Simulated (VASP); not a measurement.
Runs of VASP 6.6.1 on TaN. The structure is that of space group Fm-3m (No. 225), or close to it. The cells are those of the table. 

| task | level | potentials or basis | spin | U | cell | k mesh | cutoff (eV) | smearing | grid for exact exchange (PRECFOCK) | share of exact exchange | screening parameter | gap on the mesh (eV) | pressure (GPa) | moment (μB) |
| --- | --- | --- | --- | --- | --- | --- | --- | --- | --- | --- | --- | --- | --- | --- |
| single point | r2SCAN+U | VASP PAW PBE potentials, release 64 (Ta_sv_GW, N) | off | Ta d U = 6.0 eV | a = 3.127 Å, angles 60.0°, 2 atoms | 10 × 10 × 10 | 770 | fermi-dirac 0.05 eV | - | - | - | none | (b) | - |
| single point | PBEsol | VASP PAW PBE potentials, release 64 (Ta_pv, N) | non-collinear, zero start, SOC | - | a = 3.127 Å, angles 60.0°, 2 atoms | 9 × 9 × 9 | 520 | methfessel-paxton 0.05 eV | - | - | - | - | -9.3 | 0.00 |
| single point | LDA | VASP PAW LDA potentials, release 64 (Ta_sv_GW, N_h) | off | - | a = 3.106 Å, angles 60.0°, 2 atoms | 10 × 10 × 10 | 1330 | fermi-dirac 0.05 eV | - | - | - | none | -9.9 | - |
| single point | r2SCAN+U | VASP PAW PBE potentials, release 64 (Ta_sv_GW, N) | off | Ta d U = 3.0 eV | a = 3.127 Å, angles 60.0°, 2 atoms | 10 × 10 × 10 | 770 | fermi-dirac 0.05 eV | - | - | - | none | 2.6 | - |
| single point | LDA | VASP PAW LDA potentials, release 64 (Ta_sv_GW, N) | non-collinear, zero start, SOC | - | a = 3.127 Å, angles 60.0°, 2 atoms | 7 × 7 × 7 | 700 | fermi-dirac 0.05 eV | - | - | - | - | (a) | 0.00 |
| single point | r2SCAN+U | VASP PAW PBE potentials, release 64 (Ta_sv_GW, N_h) | off | Ta d U = 6.0 eV | a = 3.127 Å, angles 60.0°, 2 atoms | 10 × 10 × 10 | 1460 | fermi-dirac 0.05 eV | - | - | - | none | 11.9 | - |
| single point | r2SCAN+U | VASP PAW PBE potentials, release 64 (Ta_sv_GW, N) | off | Ta d U = 1.0 eV | a = 3.127 Å, angles 60.0°, 2 atoms | 10 × 10 × 10 | 770 | fermi-dirac 0.05 eV | - | - | - | none | -3.3 | - |
| single point | BLYP+D3(BJ) | VASP PAW PBE potentials, release 64 (Ta_sv_GW, N) | off | - | a = 3.189 Å, angles 60.0°, 2 atoms | 10 × 10 × 10 | 700 | fermi-dirac 0.05 eV | - | - | - | none | -22.0 | - |
| single point | PBEsol | VASP PAW PBE potentials, release 64 (Ta_sv_GW, N) | off | - | a = 3.043 Å, angles 60.0°, 2 atoms | 10 × 10 × 10 | 700 | fermi-dirac 0.05 eV | - | - | - | none | 20.2 | - |
| relaxation of cell and atoms | LDA | VASP PAW LDA potentials, release 64 (Ta_sv_GW, N) | off | - | relaxed from a = 3.127 Å, angles 60.0°, 2 atoms | 10 × 10 × 10 | 700 | fermi-dirac 0.05 eV | - | - | - | - | -0.1 | - |
| single point | r2SCAN+U | VASP PAW PBE potentials, release 64 (Ta_sv_GW, N_h) | off | Ta d U = 4.0 eV | a = 3.127 Å, angles 60.0°, 2 atoms | 10 × 10 × 10 | 1460 | fermi-dirac 0.05 eV | - | - | - | none | 5.5 | - |
| single point | HSE06 | VASP PAW PBE potentials, release 64 (Ta_pv, N) | off | - | a = 3.106 Å, angles 60.0°, 2 atoms | 6 × 6 × 6 | 520 | fermi-dirac 0.05 eV | Normal | 0.25 | 0.2079 1/Å | none | -2.8 | - |

Task: Estimate the missing entries.

Result: (a) -16.0; (b) 12.1.

Caveats: some runs use coarse meshes; spin-orbit coupling is left out, which moves the levels of the heavy elements (at least some runs); the PAW data sets were made with another functional, which shifts forces and pressure a little (at least some runs); U without spin polarisation on a metal has little footing (at least some runs); the cell stands under tension (at least some runs); the cell stands under pressure (at least some runs); the dispersion term is far too large for a dense solid, which distorts pressure and volume (at least some runs); the highest band is partly filled, so the run has too few bands (at least some runs).

A k mesh can miss the band edges, and rows without SOC leave out spin-orbit coupling on Ta.

A gap of «none» marks levels without a gap at the run's occupations.

The runs don't all hold the same shells in valence.
